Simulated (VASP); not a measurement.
# Y (Fm-3m) in VASP: further runs, part 2 of 2

VASP 6.6.1.

### Step 3. Single point, r2SCAN (volume scaled by 0.92)

POSCAR reads:

```
Y
1.0
    0.0000000000      2.4838661918      2.4838661918
    2.4838661918      0.0000000000      2.4838661918
    2.4838661918      2.4838661918      0.0000000000
Y
1
Direct
    0.0000000000      0.0000000000      0.0000000000
```

INCAR.step1 reads:

```
ALGO = Normal
EDIFF = 1E-4
ENCUT = 520
GGA = PE
ISMEAR = -1
LASPH = T
LCHARG = F
LREAL = F
LWAVE = T
NBANDS = 12
NELM = 100
PREC = Accurate
SIGMA = 0.1
```

INCAR.step2 reads:

```
ALGO = Normal
EDIFF = 1E-6
ENCUT = 520
ISIF = 2
ISMEAR = -1
ISTART = 1
LASPH = T
LCHARG = F
LMIXTAU = T
LREAL = F
LWAVE = F
METAGGA = R2SCAN
NBANDS = 12
NELM = 100
PREC = Accurate
SIGMA = 0.1
```

KPOINTS reads:

```
k-points
0
Gamma
  12 12 12
```

Potentials or basis: VASP PAW PBE potentials, release 64 (Y_sv).

Started as:

```sh
$ cat potpaw_PBE.64/Y_sv/POTCAR > POTCAR
$ cp INCAR.step1 INCAR
$ mpirun -np 1 vasp_std > vasp.out
$ cp INCAR.step2 INCAR
$ mpirun -np 1 vasp_std > vasp.out
```

OUTCAR:

```text
EDIFF = 1E-6
   ENCUT = 520
   ISIF = 2
   ISMEAR = -1
   ISTART = 1
   LASPH = T
   LREAL = F
   METAGGA = R2SCAN
   NELM = 100
   PREC = Accurate

 ion  position               nearest neighbor table
   1  0.000  0.000  0.000-

  LATTYP: Found a face centered cubic cell.
 ALAT       =     4.9677323836

  Lattice vectors:

 A1 = (   0.0000000000,   2.4838661918,   2.4838661918)
 A2 = (   2.4838661918,   0.0000000000,   2.4838661918)
 A3 = (   2.4838661918,   2.4838661918,   0.0000000000)

Analysis of symmetry for initial positions (statically):
=====================================================================
 Subroutine PRICEL returns:
 Original cell was already a primitive cell.

 Routine SETGRP: Setting up the symmetry group for a
 face centered cubic supercell.

 Subroutine GETGRP returns: Found 48 space group operations
 (whereof 48 operations were pure point group operations)
 out of a pool of 48 trial point group operations.

The static configuration has the point symmetry O_h .

Analysis of symmetry for dynamics (positions and initial velocities):
=====================================================================
 Subroutine PRICEL returns:
 Original cell was already a primitive cell.

 Routine SETGRP: Setting up the symmetry group for a
 face centered cubic supercell.

 Subroutine GETGRP returns: Found 48 space group operations
 (whereof 48 operations were pure point group operations)
 out of a pool of 48 trial point group operations.

The dynamic configuration has the point symmetry O_h .

 Subroutine INISYM returns: Found 48 space group operations
 (whereof 48 operations are pure point group operations),
 and found     1 'primitive' translations

----------------------------------------------------------------------------------------

                                     Primitive cell

  volume of cell :      30.6489

  direct lattice vectors                    reciprocal lattice vectors
     0.000000000  2.483866192  2.483866192    -0.201299088  0.201299088  0.201299088
     2.483866192  0.000000000  2.483866192     0.201299088 -0.201299088  0.201299088
     2.483866192  2.483866192  0.000000000     0.201299088  0.201299088 -0.201299088

  length of vectors
     3.512717256  3.512717256  3.512717256     0.348660249  0.348660249  0.348660249

  position of ions in fractional coordinates (direct lattice)
     0.000000000  0.000000000  0.000000000

  ion indices of the primitive-cell ions
   primitive index   ion index
                 1           1

----------------------------------------------------------------------------------------

 KPOINTS: k-points

Automatic generation of k-mesh.
 Grid dimensions read from file:
 generate k-points for:   12   12   12

 Generating k-lattice:

  Cartesian coordinates                     Fractional coordinates (reciprocal lattice)
    -0.016774924  0.016774924  0.016774924     0.083333333  0.000000000  0.000000000
     0.016774924 -0.016774924  0.016774924     0.000000000  0.083333333  0.000000000
     0.016774924  0.016774924 -0.016774924     0.000000000  0.000000000  0.083333333

  Length of vectors
     0.029055021  0.029055021  0.029055021

  Shift w.r.t. Gamma in fractional coordinates (k-lattice)
     0.000000000  0.000000000  0.000000000

 Subroutine IBZKPT returns following result:
 ===========================================

 Found     72 irreducible k-points:

 Following reciprocal coordinates:
            Coordinates               Weight
  0.000000  0.000000  0.000000      1.000000
  0.083333  0.000000  0.000000      8.000000
  0.166667  0.000000  0.000000      8.000000
  0.250000  0.000000  0.000000      8.000000
  0.333333  0.000000  0.000000      8.000000
  0.416667  0.000000  0.000000      8.000000
[... 16 lines left out ...]
  0.500000  0.166667  0.000000     24.000000
 -0.416667  0.166667  0.000000     24.000000
 [... further k-points ...]
   k-points           NKPTS =     72   k-points in BZ     NKDIM =     72   number of bands    NBANDS=     12
   number of dos      NEDOS =    301   number of ions     NIONS =      1
   total plane-waves  NPLWV =  21952
   dimension x,y,z NGX =    28 NGY =   28 NGZ =   28
   dimension x,y,z NGXF=    56 NGYF=   56 NGZF=   56
   ions per type =               1
   NGX,Y,Z   is equivalent  to a cutoff of  13.25, 13.25, 13.25 a.u.
   NGXF,Y,Z  is equivalent  to a cutoff of  26.50, 26.50, 26.50 a.u.
 SYSTEM =  unknown system
   PREC   = accura    normal or accurate (medium, high low for compatibility)
   ISTART =      1    job   : 0-new  1-cont  2-samecut
   ICHARG =      0    charge: 1-file 2-atom 10-const
   ISPIN  =      1    spin polarized calculation?
   LNONCOLLINEAR =      F non collinear calculations
   LSORBIT =      F    spin-orbit coupling
   LASPH  =      T    aspherical Exc in radial PAW
   ENCUT  =  520.0 eV  38.22 Ry    6.18 a.u.   6.53  6.53  6.53*2*pi/ulx,y,z
   NELM   =    100;   NELMIN=  2; NELMDL=  0     # of ELM steps
   EDIFF  = 0.1E-05   stopping-criterion for ELM
   LREAL  =      F    real-space projection
   EDIFFG = 0.1E-04   stopping-criterion for IOM
   NSW    =      0    number of steps for IOM
   IBRION =     -1    ionic relax: 0-MD 1-quasi-New 2-CG
   NFREE  =      0    steps in history (QN), initial steepest desc. (CG)
   ISIF   =      2    stress and relaxation
   ISYM   =      2    0-nonsym 1-usesym 2-fastsym
   POTIM  = 0.5000    time-step for ionic-motion
   TEBEG  =    0.0;   TEEND  =   0.0 temperature during run
   PSTRESS=    0.0 pullay stress
   NELECT =      11.0000    total number of electrons
   NUPDOWN=      -1.0000    fix difference up-down
   EMIN   =  10.00;   EMAX   =-10.00  energy-range for DOS
   EFERMI =   0.00;   METHOD = LEGACY
   ISMEAR =    -1;   SIGMA  =   0.10  broadening in eV -4-tet -1-fermi 0-gaus
   EFERMI_NEDOS =   21; number of points for ismear=-14 and -15
   IALGO  =     38    algorithm
   IMIX   =      4    mixing-type and parameters
     AMIX     =   0.40;   BMIX     =  1.00
     AMIX_MAG =   1.60;   BMIX_MAG =  1.00
  volume/ion in A,a.u.               =      30.65       206.83
  Fermi-wavevector in a.u.,A,eV,Ry     =   1.163414  2.198533 18.415915  1.353532
  Thomas-Fermi vector in A             =   2.299964
   LORBIT       =      0    0 simple, 1 ext, 2 COOP (PROOUT), +10 PAW based schemes
   METAGGA = R2SCAN    functional components
   LHFCALC =     F    Hartree Fock is set to
   AEXX    =    0.0000 exact exchange contribution
   IVDW    =     0    specifies the selected vdW correction
   LEPSILON=     F    determine dielectric tensor
   LRPA    =     F    only Hartree local field effects (RPA)
 non-spin polarized calculation
  energy-cutoff  :      520.00
  volume of cell :       30.65
 maximum number of plane-waves:       869
 NGX is ok and might be reduce to    28
   NGX = 13   NGY = 13   NGZ = 13

 number of electron      11.0000000 magnetization

 Free energy of the ion-electron system (eV)
  ---------------------------------------------------
  ext. energy  EPLUGINS =         0.00000000
  ---------------------------------------------------
  free energy    TOTEN  =       -20.21984485 eV

  energy without entropy =      -20.17055107  energy(sigma->0) =      -20.19519796

 E-fermi :   3.4467     XC(G=0): -10.3711

 val. band max:        3.4234161174   @ k =  -0.3333   0.2500   0.0000
 cond. band min:       3.4614647416   @ k =   0.5000   0.1667   0.0000
 fundamental gap:      0.0380486242
 Fermi energy:         3.4467061619

 k-point     1 :       0.0000    0.0000    0.0000
  band No.  band energies     occupation
      1     -40.5826      2.00000
      2     -19.5673      2.00000
      3     -19.5673      2.00000
      4     -19.5673      2.00000
      5      -1.6346      2.00000
      6       5.5589      0.00000
      7       5.5589      0.00000
      8       5.5589      0.00000
      9       7.8542      0.00000
     10       7.8542      0.00000
     11      12.9149      0.00000
     12      16.6594      0.00000
[... 331 lines left out ...]
 k-point    24 :      -0.4167    0.1667    0.0000
  band No.  band energies     occupation
      1     -40.4812      2.00000
      2     -20.2262      2.00000
      3     -19.7931      2.00000
      4     -19.6852      2.00000
      5       1.9884      2.00000
      6       3.5311      0.60157
      7       4.7140      0.00001
      8       5.9159      0.00000
      9       8.9796      0.00000
     10      10.0714      0.00000
     11      11.9955      0.00000
     12      14.4275      0.00000

 [... further k-points ...]

------------------------ aborting loop because EDIFF is reached ----------------------------------------

  FORCE on cell =-STRESS in cart. coord.  units (eV):
  Direction    XX          YY          ZZ          XY          YZ          ZX
  --------------------------------------------------------------------------------------
  -------------------------------------------------------------------------------------
  Total        0.7057418      0.7057418      0.7057418     -0.0000000     -0.0000000      0.0000000
  in kB       36.8928168     36.8928168     36.8928168     -0.0000000     -0.0000000      0.0000000
  external PRESSURE =      36.8928168 kB  Pullay stress =       0.0000000 kB

 VOLUME and BASIS-vectors are now :
 -----------------------------------------------------------------------------
  energy-cutoff  :      520.00
  volume of cell :       30.65
      direct lattice vectors                 reciprocal lattice vectors
     0.000000000  2.483866192  2.483866192    -0.201299088  0.201299088  0.201299088
     2.483866192  0.000000000  2.483866192     0.201299088 -0.201299088  0.201299088
     2.483866192  2.483866192  0.000000000     0.201299088  0.201299088 -0.201299088

 POSITION                                       TOTAL-FORCE (eV/Angst)
 -----------------------------------------------------------------------------------
      0.00000      0.00000      0.00000         0.000000      0.000000      0.000000
 -----------------------------------------------------------------------------------
    total drift:                               -0.000000     -0.000000     -0.000000

  FREE ENERGIE OF THE ION-ELECTRON SYSTEM (eV)
  ---------------------------------------------------
  free  energy   TOTEN  =       -20.2198448513 eV

  energy  without entropy=      -20.1705510690  energy(sigma->0) =      -20.19519796
```

OSZICAR.step1:

```text
N       E                     dE             d eps       ncg     rms          rms(c)
DAV:   1     0.256153964815E+02    0.25615E+02   -0.55424E+03  1736   0.829E+02
DAV:   2    -0.531374415532E+01   -0.30929E+02   -0.29954E+02  2092   0.170E+02
DAV:   3    -0.655468334669E+01   -0.12409E+01   -0.12251E+01  2408   0.222E+01
DAV:   4    -0.658083347247E+01   -0.26150E-01   -0.26137E-01  1960   0.320E+00
DAV:   5    -0.658137441165E+01   -0.54094E-03   -0.54092E-03  2260   0.348E-01    0.230E+01
DAV:   6    -0.644139745954E+01    0.13998E+00   -0.18301E-01  1836   0.288E+00    0.141E+01
DAV:   7    -0.642339501693E+01    0.18002E-01   -0.27090E-01  2036   0.351E+00    0.123E+00
DAV:   8    -0.641982700556E+01    0.35680E-02   -0.34628E-02  2032   0.144E+00    0.233E-01
DAV:   9    -0.641969725063E+01    0.12975E-03   -0.69392E-04  2056   0.215E-01    0.762E-02
DAV:  10    -0.641967767234E+01    0.19578E-04   -0.10748E-04  1264   0.942E-02
   1 F= -.64196777E+01 E0= -.63947101E+01  d E =-.499351E-01
```

It took 79 s on 1 thread of Intel Xeon Platinum 8375C at 2.90GHz (Ice Lake), shared host; peak memory 0.2 GiB.

What came out:

```
Free energy : -20.2198 eV
Pressure    : 3.7 GPa
```

Levels at points of the mesh, in eV from the Fermi level:
```
           k point  band 3  band 4  band 5  band 6  band 7  band 8
(0.00, 0.00, 0.00)  -23.01  -23.01   -5.08    2.11    2.11    2.11
(0.50, 0.00, 0.00)  -23.11  -23.11   -2.08    0.63    1.90    1.90
(0.50, 0.50, 0.00)  -23.27  -23.27   -1.96   -0.97    2.32    6.02
```

Caveat: the cell differs from its parent crystal (volume scaled by 0.92); the PAW data sets were made with another functional, which shifts forces and pressure a little.

### Step 4. Single point, r2SCAN (volume scaled by 0.96)

POSCAR reads:

```
Y
1.0
    0.0000000000      2.5193547892      2.5193547892
    2.5193547892      0.0000000000      2.5193547892
    2.5193547892      2.5193547892      0.0000000000
Y
1
Direct
    0.0000000000      0.0000000000      0.0000000000
```

INCAR.step1 reads:

```
SYSTEM = Y
ALGO = Normal
EDIFF = 1E-4
ENCUT = 520
GGA = PE
ISMEAR = -1
LASPH = .TRUE.
LCHARG = .FALSE.
LREAL = .FALSE.
LWAVE = .TRUE.
NBANDS = 12
NELM = 100
PREC = Accurate
SIGMA = 0.1
```

INCAR.step2 reads:

```
SYSTEM = Y
ALGO = Normal
EDIFF = 1E-6
ENCUT = 520
ISIF = 2
ISMEAR = -1
ISTART = 1
LASPH = .TRUE.
LCHARG = .FALSE.
LMIXTAU = .TRUE.
LREAL = .FALSE.
LWAVE = .FALSE.
METAGGA = R2SCAN
NBANDS = 12
NELM = 100
PREC = Accurate
SIGMA = 0.1
```

KPOINTS reads:

```
k-points
0
G
  12 12 12
  0 0 0
```

Started as:

```sh
$ cat potpaw_PBE.64/Y_sv/POTCAR > POTCAR
$ cp INCAR.step1 INCAR
$ mpirun -np 1 vasp_std > vasp.out
$ cp INCAR.step2 INCAR
$ mpirun -np 1 vasp_std > vasp.out
```

Run time: 79 s. Hardware: 1 thread of Intel Xeon Platinum 8375C at 2.90GHz (Ice Lake), shared host; peak memory 0.2 GiB.

The run converged. Its results:

| Property | Result |
| --- | --- |
| Free energy | -20.2420 eV |
| Pressure | 1.8 GPa |

Levels at points of the mesh, in eV from the Fermi level:
```tsv
k point	band 2	band 3	band 4	band 5	band 6	band 7	band 8	band 9
(0.00, 0.00, 0.00)	-23.16	-23.16	-23.16	-5.03	2.07	2.07	2.07	4.25
(0.50, 0.00, 0.00)	-23.79	-23.24	-23.24	-2.03	0.49	1.87	1.87	5.74
(0.50, 0.50, 0.00)	-23.75	-23.38	-23.38	-1.85	-0.88	2.10	5.78	6.16
```

Caveat: the cell differs from its parent crystal (volume scaled by 0.96); the PAW data sets were made with another functional, which shifts forces and pressure a little.

### Step 5. Single point, r2SCAN

This run uses another cell than the first one, of 33.31 Å³/atom, 1.136 times its volume.

POSCAR reads:

```
Y
1.0
    0.0000000000      2.5538707878      2.5538707878
    2.5538707878      0.0000000000      2.5538707878
    2.5538707878      2.5538707878      0.0000000000
Y
1
Direct
    0.0000000000      0.0000000000      0.0000000000
```

INCAR.step1 reads:

```
SYSTEM = Y
  PREC = Accurate
  ENCUT = 520
  ISMEAR = -1
  SIGMA = 0.1
  LREAL = .False.
  LASPH = .True.
  NELM = 60
  NBANDS = 12
  GGA = PE
  ALGO = Normal
  EDIFF = 1E-4
  LWAVE = .True.
  LCHARG = .False.
```

INCAR.step2 reads:

```
SYSTEM = Y
  PREC = Accurate
  ENCUT = 520
  EDIFF = 1E-6
  ISMEAR = -1
  SIGMA = 0.1
  LREAL = .False.
  LASPH = .True.
  NELM = 60
  ALGO = Normal
  ISIF = 2
  LWAVE = .False.
  LCHARG = .False.
  METAGGA = R2SCAN
  LMIXTAU = .True.
  NBANDS = 12
  ISTART = 1
```

KPOINTS reads:

```
Automatic mesh
0
Gamma
  12 12 12
  0 0 0
```

Started as:

```sh
$ cat potpaw_PBE.64/Y_sv/POTCAR > POTCAR
$ cp INCAR.step1 INCAR
$ mpirun -np 1 vasp_std > vasp.out
$ cp INCAR.step2 INCAR
$ mpirun -np 1 vasp_std > vasp.out
```

Run time: 86 s. Hardware: 1 thread of Intel Xeon Platinum 8375C at 2.90GHz (Ice Lake), shared host; peak memory 0.2 GiB.

The run converged. Its results:

```yaml
Free_energy: -20.2498 eV
Pressure: 0.2 GPa
```

Levels at points of the mesh, in eV from the Fermi level:
| k point | band 3 | band 4 | band 5 | band 6 | band 7 | band 8 |
| --- | --- | --- | --- | --- | --- | --- |
| (0.00, 0.00, 0.00) | -23.29 | -23.29 | -4.97 | 2.02 | 2.02 | 2.02 |
| (0.50, 0.00, 0.00) | -23.36 | -23.36 | -1.98 | 0.37 | 1.84 | 1.84 |
| (0.50, 0.50, 0.00) | -23.48 | -23.48 | -1.75 | -0.80 | 1.92 | 5.55 |

Caveat: the PAW data sets were made with another functional, which shifts forces and pressure a little.

### Step 6. Single point, r2SCAN (volume scaled by 1.04)

POSCAR reads:

```
Y
1.0
    0.0000000000      2.5874782048      2.5874782048
    2.5874782048      0.0000000000      2.5874782048
    2.5874782048      2.5874782048      0.0000000000
Y
1
Direct
    0.0000000000      0.0000000000      0.0000000000
```

INCAR.step1 reads:

```
PREC = Accurate
ENCUT = 520
ISMEAR = -1
SIGMA = 0.1
LREAL = False
LASPH = True
NELM = 80
NBANDS = 12
GGA = PE
ALGO = Normal
EDIFF = 1E-4
LWAVE = True
LCHARG = False
```

INCAR.step2 reads:

```
PREC = Accurate
ENCUT = 520
EDIFF = 1E-6
ISMEAR = -1
SIGMA = 0.1
LREAL = False
LASPH = True
NELM = 80
ALGO = Normal
ISIF = 2
LWAVE = False
LCHARG = False
METAGGA = R2SCAN
LMIXTAU = True
NBANDS = 12
ISTART = 1
```

KPOINTS reads:

```
Automatic mesh
0
Gamma
  12 12 12
```

Potentials or basis: VASP PAW PBE potentials, release 64 (Y_sv).

Started as:

```sh
$ cat potpaw_PBE.64/Y_sv/POTCAR > POTCAR
$ cp INCAR.step1 INCAR
$ mpirun -np 1 vasp_std > vasp.out
$ cp INCAR.step2 INCAR
$ mpirun -np 1 vasp_std > vasp.out
```

Run time: 86 s. Hardware: 1 thread of Intel Xeon Platinum 8375C at 2.90GHz (Ice Lake), shared host; peak memory 0.2 GiB.

Results (log left out):

```yaml
Free_energy: -20.2452 eV
Pressure: -1.2 GPa
```

Levels at points of the mesh, in eV from the Fermi level:
```csv
k point,band 2,band 3,band 4,band 5,band 6,band 7,band 8,band 9
"(0.00, 0.00, 0.00)",-23.42,-23.42,-23.42,-4.91,1.98,1.98,1.98,3.96
"(0.50, 0.00, 0.00)",-23.90,-23.48,-23.48,-1.93,0.27,1.81,1.81,5.31
"(0.50, 0.50, 0.00)",-23.87,-23.59,-23.59,-1.66,-0.73,1.76,5.34,5.68
```

Caveat: the cell differs from its parent crystal (volume scaled by 1.04); the PAW data sets were made with another functional, which shifts forces and pressure a little.

### Step 7. Summary

```csv
cell,gap on the mesh (eV),pressure (GPa)
"a = 3.461 Å, angles 60.0°, 1 atom",none,5.9
"a = 3.513 Å, angles 60.0°, 1 atom",none,3.7
"a = 3.563 Å, angles 60.0°, 1 atom",none,1.8
"a = 3.612 Å, angles 60.0°, 1 atom",none,0.2
"a = 3.659 Å, angles 60.0°, 1 atom",none,-1.2
```

Alike in all rows: task single point; level r2SCAN; potentials or basis VASP PAW PBE potentials, release 64 (Y_sv); no spin polarisation; k mesh 12 × 12 × 12; cutoff (eV) 520; smearing fermi-dirac 0.1 eV.

Caveats: the PAW data sets were made with another functional, which shifts forces and pressure a little.

Absolute energies hang on the potentials; compare differences alone.
